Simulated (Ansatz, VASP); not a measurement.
## C: VASP beside Ansatz

Contents of INCAR:

```
SYSTEM = C
ALGO = Normal
EDIFF = 1E-6
ENCUT = 520
GGA = PE
ISIF = 2
ISMEAR = 0
LASPH = .True.
LCHARG = .False.
LREAL = .False.
LWAVE = .False.
NBANDS = 16
NELM = 80
PREC = Accurate
SIGMA = 0.1
```

The input KPOINTS:

```
k-points
0
Gamma
  16 16 6
  0 0 0
```

Contents of POSCAR:

```
C
1.0
    2.5218440854      0.0000000000      0.0000000000
   -1.2609220427      2.1940988989      0.0133906515
    0.0000000000      0.0425054000      7.0503965000
C
4
Direct
   -0.0295123695     -0.0590247389      0.0021547997
    0.0068237301      0.0136474601      0.5143515947
    0.3822969035      0.7645938071     -0.0004967856
    0.6403917359      0.2807834717      0.4939903912
```

Input for Ansatz:

```yaml
crystal:
  lattice:
    - [2.5218440854, 0.0, 0.0]
    - [-1.2609220427, 2.1940988989, 0.0133906515]
    - [0.0, 0.0425054, 7.0503965]
  atoms:
    - { symbol: C, position: [-0.0295123695, -0.0590247389, 0.0021547997] }
    - { symbol: C, position: [0.0068237301, 0.0136474601, 0.5143515947] }
    - { symbol: C, position: [0.3822969035, 0.7645938071, -0.0004967856] }
    - { symbol: C, position: [0.6403917359, 0.2807834717, 0.4939903912] }
basis:
  ecutwfc: 420
kpoints:
  mp_grid: { grid: [16, 16, 6] }
hamiltonian:
  xc: pbe
scf:
  occupations: { method: gaussian, width: 0.1 }
output:
  forces: true
  stress: true
  eigenvalues: true
```

Alike in both runs: task single point; functional PBE; k mesh 16 × 16 × 6; occupations gaussian, width 0.1 eV; no spin polarisation.

|  | VASP | Ansatz |
| --- | --- | --- |
| version | VASP 6.6.1 | Ansatz 0.2.0 |
| potentials or method | VASP PAW PBE potentials, release 64 (C), cutoff 520 eV | scalar-relativistic, plane waves, PAW |
| valence electrons in the cell | 16 | 16 |

Ansatz gave:

| Item | Value |
| --- | --- |
| gap on the k mesh at the Fermi level (eV) | none |
| pressure (GPa) | -0.5 |
| traceless stress, the component that is largest in VASP (GPa) | -8.67 |
| rms of the force components (eV/Å) | 3.578 |

Question: Estimate VASP's values.

Answer: gap on the k mesh at the Fermi level (eV): none; pressure (GPa): -0.3; traceless stress, the component that is largest in VASP (GPa): -8.78; rms of the force components (eV/Å): 3.575.

Atom by atom the forces differ by 0.011 eV/Å (rms over components). A gap of «none» marks a metal or a gap that the smearing closes.
